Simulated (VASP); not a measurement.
A run of VASP 6.6.1 is set up as follows.

INCAR

```
SYSTEM = HfGe3W2
  PREC = Accurate
  ENCUT = 520
  EDIFF = 1E-7
  ISMEAR = 0
  SIGMA = 0.1
  LREAL = .False.
  LASPH = .True.
  NELM = 60
  ALGO = Normal
  ISIF = 2
  LWAVE = .False.
  LCHARG = .True.
  GGA = PE
  LELF = .True.
  LVHAR = .True.
  NBANDS = 49
```

The input KPOINTS:

```
regular mesh
0
Gamma
  12 12 10
  0 0 0
```

File POSCAR:

```
HfGe3W2
1.0
    5.3420795845      0.0000000000      0.0000000000
   -2.6710397922      4.6263766292      0.0000000000
    0.0000000000      0.0000000000      4.2469902113
Hf Ge W
1 3 2
Direct
    0.0000000000      0.0000000000      0.0000000000
    0.5000000000      0.0000000000      0.5000000000
    0.5000000000      0.5000000000      0.5000000000
    0.0000000000      0.5000000000      0.5000000000
    0.3333333333      0.6666666667      0.0000000000
    0.6666666667      0.3333333333      0.0000000000
```

Potentials or basis: VASP PAW PBE potentials, release 64 (Hf_pv, Ge_d, W_sv).

Run with:

```console
$ cat potpaw_PBE.64/Hf_pv/POTCAR potpaw_PBE.64/Ge_d/POTCAR potpaw_PBE.64/W_sv/POTCAR > POTCAR
$ mpirun -np 1 vasp_std > vasp.out
```

**Question.** What does it give for the band gap on the k mesh?

**Answer.** Zero (band 40 reaches 9.73 eV, above the bottom of band 41 at 7.94 eV).

**Question.** Predict the pressure.

**Answer.** 0.0 GPa.

Stress tensor (GPa, compression positive):
```
-0.14  0.00  0.00
 0.00 -0.14  0.00
 0.00  0.00  0.19
```

Caveat: spin-orbit coupling is left out, which moves the levels of the heavy elements.
